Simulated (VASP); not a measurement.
Input of a VASP 6.6.1 run:

File INCAR:

```
ALGO     = Normal         # electronic algorithm
EDIFF    = 1E-6           # SCF threshold, eV
EDIFFG   = -0.03          # ionic threshold
ENCUT    = 600            # plane-wave cutoff, eV
IBRION   = 2              # ionic algorithm
ISIF     = 3              # what is computed and relaxed
ISMEAR   = 0              # smearing method
LASPH    = T              # aspherical terms in the spheres
LCHARG   = F              # write CHGCAR
LREAL    = F              # projectors in reciprocal space
LWAVE    = F              # write WAVECAR
NELM     = 100            # most SCF steps
NSW      = 80             # ionic steps
PREC     = Accurate       # precision mode
SIGMA    = 0.05           # smearing width, eV
```

KPOINTS

```
k-points
0
Gamma
  7 7 7
```

The input POSCAR:

```
TaTc
1.0
    3.1700000000      0.0000000000      0.0000000000
    0.0000000000      3.1700000000      0.0000000000
    0.0000000000      0.0000000000      3.1700000000
Ta Tc
1 1
Direct
    0.0000000000      0.0000000000      0.0000000000
    0.5000000000      0.5000000000      0.5000000000
```

Potentials or basis: VASP PAW LDA potentials, release 64 (Ta_pv, Tc_pv).

Command:

```sh
$ cat potpaw_LDA.64/Ta_pv/POTCAR potpaw_LDA.64/Tc_pv/POTCAR > POTCAR
$ mpirun -np 1 vasp_std > vasp.out
```

Question: Predict the space group after relaxing (to 0.05 Å).

Answer: Pm-3m (No. 221).

Question: What does it give for the relaxed cell?

Answer: a = 3.137 Å, b = 3.137 Å, c = 3.137 Å, α = 90.00°, β = 90.00°, γ = 90.00°.

Question: Estimate the relaxed volume.

Answer: 15.43 Å³/atom.

Final structure:
```
Ta Tc
1.0
     3.13695    0.00000    0.00000
     0.00000    3.13695    0.00000
     0.00000    0.00000    3.13695
Ta Tc
1 1
Direct
  0.00000 0.00000 0.00000
  0.50000 0.50000 0.50000
```
